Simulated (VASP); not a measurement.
Input of a VASP 6.6.1 run:

INCAR

```
SYSTEM = Sc
ALGO     = Normal         ! electronic algorithm
EDIFF    = 1E-6           ! SCF threshold, eV
ENCUT    = 520            ! plane-wave cutoff, eV
GGA      = PE             ! functional
ISIF     = 2              ! what is computed and relaxed
ISMEAR   = -1             ! smearing method
LASPH    = .TRUE.         ! aspherical terms in the spheres
LCHARG   = .FALSE.        ! write CHGCAR
LREAL    = .FALSE.        ! projectors in reciprocal space
LWAVE    = .FALSE.        ! write WAVECAR
NBANDS   = 18             ! bands
NELM     = 80             ! most SCF steps
PREC     = Accurate       ! precision mode
SIGMA    = 0.1            ! smearing width, eV
```

The input KPOINTS:

```
k-points
0
G
  18 18 10
  0 0 0
```

POSCAR

```
Sc
1.0
    3.3630437291      0.0000000000      0.0000000000
   -1.6815218646      2.9124813035      0.0000000000
    0.0000000000      0.0000000000      5.2524822780
Sc
2
Direct
    0.3333333333      0.6666666667      0.2500000000
    0.6666666667      0.3333333333      0.7500000000
```

Potentials or basis: VASP PAW PBE potentials, release 64 (Sc_sv).

Command:

```sh
$ cat potpaw_PBE.64/Sc_sv/POTCAR > POTCAR
$ mpirun -np 1 vasp_std > vasp.out
```

(1) Estimate the band gap on the k mesh.

(2) Estimate the pressure.

Answers

(1) zero (bands 11 and 12 overlap by 1.40 eV).

(2) -2.0 GPa.
